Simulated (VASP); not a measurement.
A run of VASP 6.6.1 is set up as follows.

INCAR

```
SYSTEM = TaSiO3
ALGO = Normal
EDIFF = 1E-6
ENCUT = 600
GGA = CA
GGA_COMPAT = .False.
ISIF = 2
ISMEAR = -1
LASPH = .True.
LCHARG = .True.
LELF = .True.
LREAL = .False.
LVHAR = .True.
LWAVE = .False.
NBANDS = 26
NELM = 120
PREC = Accurate
SIGMA = 0.15
```

Contents of KPOINTS:

```
k-points
0
Gamma
  10 10 10
  0 0 0
```

The input POSCAR:

```
TaSiO3
1.0
    3.9417169893      0.0000000000      0.0000000000
    0.0000000000      3.9417169893      0.0000000000
    0.0000000000      0.0000000000      3.9417169893
Ta Si O
1 1 3
Direct
    0.5000000000      0.5000000000      0.5000000000
    0.0000000000      0.0000000000      0.0000000000
    0.0000000000      0.5000000000      0.5000000000
    0.5000000000      0.0000000000      0.5000000000
    0.5000000000      0.5000000000      0.0000000000
```

Potentials or basis: VASP PAW LDA potentials, release 64 (Ta_sv_GW, Si, O).

Run with:

```bash
$ cat potpaw_LDA.64/Ta_sv_GW/POTCAR potpaw_LDA.64/Si/POTCAR potpaw_LDA.64/O/POTCAR > POTCAR
$ mpirun -np 1 vasp_std > vasp.out
```

Estimate the pressure.

0.6 GPa.

Caveat: an odd number of electrons without spin polarisation forces a metal; a magnetic or distorted state may lie lower.
